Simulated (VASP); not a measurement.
The system is GeMo.

```
CELL_PARAMETERS angstrom
0.00000 3.26801 3.26801
3.26801 0.00000 3.26801
3.26801 3.26801 0.00000
ATOMIC_POSITIONS crystal
Ge 0.50000 0.50000 0.50000
Ge 0.75000 0.75000 0.75000
Mo 0.00000 0.00000 0.00000
Mo 0.25000 0.25000 0.25000
```

| Quantity | Value |
| --- | --- |
| Program | VASP 6.6.1 |
| Task | relaxation of cell and atoms |
| Functional | PBE |
| Potentials or basis | VASP PAW PBE potentials, release 64 (Ge_d, Mo_sv) |
| Cutoff | 600 eV |
| k mesh | 4 × 4 × 4 |
| Occupations | gaussian, width 0.1 eV |
| Spin | no spin polarisation |

At the start: pressure -11.8 GPa; volume 17.45 Å³/atom.

**Question.** Where does the relaxation end?

**Answer.** Over 3 steps the energy falls by 54.3 meV/atom and the volume is 16.12 Å³/atom (-7.6 %); space group Fd-3m (No. 227, to 0.05 Å).

The path:
```csv
step,energy change (eV),largest force (eV/Å),pressure (GPa),volume (Å³)
1,0.0000,0.0000,-11.78,69.80
2,0.2427,0.0000,24.35,57.63
3,-0.2173,0.0000,-0.39,64.46
```

Final structure:
```
Ge Mo
1.0
     0.00000    3.18246    3.18246
     3.18246    0.00000    3.18246
     3.18246    3.18246    0.00000
Ge Mo
2 2
Direct
  0.50000 0.50000 0.50000
  0.75000 0.75000 0.75000
  0.00000 0.00000 0.00000
  0.25000 0.25000 0.25000
```
